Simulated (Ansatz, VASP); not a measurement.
## Two plane-wave programs on Si

The input POSCAR:

```
Si
1.0
    5.4442106826      0.0000000000      0.0000000000
    0.0000000000     -5.4442106826      0.0000000000
    0.0000000000      0.0000000000     -5.4442106826
Si
8
Direct
    0.5000000000      0.9689945871      1.0000000000
    0.0000000000      0.5000000000      1.0000000000
    0.0000000000      1.0000000000      0.5000000000
    0.5000000000      0.5000000000      0.5000000000
    0.7500000000      0.7500000000      0.7500000000
    0.2500000000      0.2500000000      0.7500000000
    0.2500000000      0.7500000000      0.2500000000
    0.7500000000      0.2500000000      0.2500000000
```

INCAR.step1

```
SYSTEM = Si
PREC = Accurate ; ENCUT = 520
ISMEAR = 0 ; SIGMA = 0.05
LREAL = .FALSE. ; LASPH = .TRUE.
NELM = 80 ; NBANDS = 26
GGA = PE ; ALGO = Normal
EDIFF = 1E-4 ; LWAVE = .TRUE.
LCHARG = .FALSE.
```

INCAR.step2

```
SYSTEM = Si
PREC = Accurate ; ENCUT = 520
EDIFF = 1E-6 ; ISMEAR = 0
SIGMA = 0.05 ; LREAL = .FALSE.
LASPH = .TRUE. ; NELM = 80
ALGO = Normal ; ISIF = 2
LWAVE = .FALSE. ; LCHARG = .TRUE.
METAGGA = R2SCAN ; LMIXTAU = .TRUE.
LELF = .TRUE. ; LVHAR = .TRUE.
NBANDS = 26 ; ISTART = 1
```

KPOINTS

```
regular mesh
0
G
  6 6 6
  0 0 0
```

Input for Ansatz:

```yaml
crystal:
  lattice:
    - [5.4442106826, 0.0, 0.0]
    - [0.0, -5.4442106826, 0.0]
    - [0.0, 0.0, -5.4442106826]
  atoms:
    - { symbol: Si, position: [0.5, 0.9689945871, 1.0] }
    - { symbol: Si, position: [0.0, 0.5, 1.0] }
    - { symbol: Si, position: [0.0, 1.0, 0.5] }
    - { symbol: Si, position: [0.5, 0.5, 0.5] }
    - { symbol: Si, position: [0.75, 0.75, 0.75] }
    - { symbol: Si, position: [0.25, 0.25, 0.75] }
    - { symbol: Si, position: [0.25, 0.75, 0.25] }
    - { symbol: Si, position: [0.75, 0.25, 0.25] }
basis:
  ecutwfc: 500
kpoints:
  mp_grid: { grid: [6, 6, 6] }
hamiltonian:
  xc: r2scan
scf:
  occupations: { method: gaussian, width: 0.05 }
output:
  forces: true
  stress: true
  eigenvalues: true
  write_density: true
  write_potential: true
  elf: true
  volumetric_format: npy
```

Alike in both runs: task single point; functional r2SCAN; k mesh 6 × 6 × 6; occupations gaussian, width 0.05 eV; no spin polarisation.

|  | VASP | Ansatz |
| --- | --- | --- |
| version | VASP 6.6.1 | Ansatz 0.2.0 |
| potentials or method | VASP PAW PBE potentials, release 64 (Si), cutoff 520 eV | scalar-relativistic, plane waves, PAW |
| valence electrons in the cell | 32 | 32 |

|  | VASP | Ansatz | Ansatz less VASP |
| --- | --- | --- | --- |
| gap on the k mesh at the Fermi level (eV) | 0.51 | 0.50 | -0.014 |
| least direct gap on the mesh (eV) | 0.51 | 0.50 | -0.014 |
| pressure (GPa) | 0.1 | 0.3 | +0.24 |
| traceless stress, the component that is largest in VASP (GPa) | 1.61 | 1.63 | +0.020 |
| rms of the force components (eV/Å) | 0.587 | 0.589 | +0.0016 |

VASP's potentials were made for PBE, not for r2SCAN. Atom by atom the forces differ by 0.002 eV/Å (rms over components). The functional is the same, so the differences come from potentials, cutoffs and numerics.
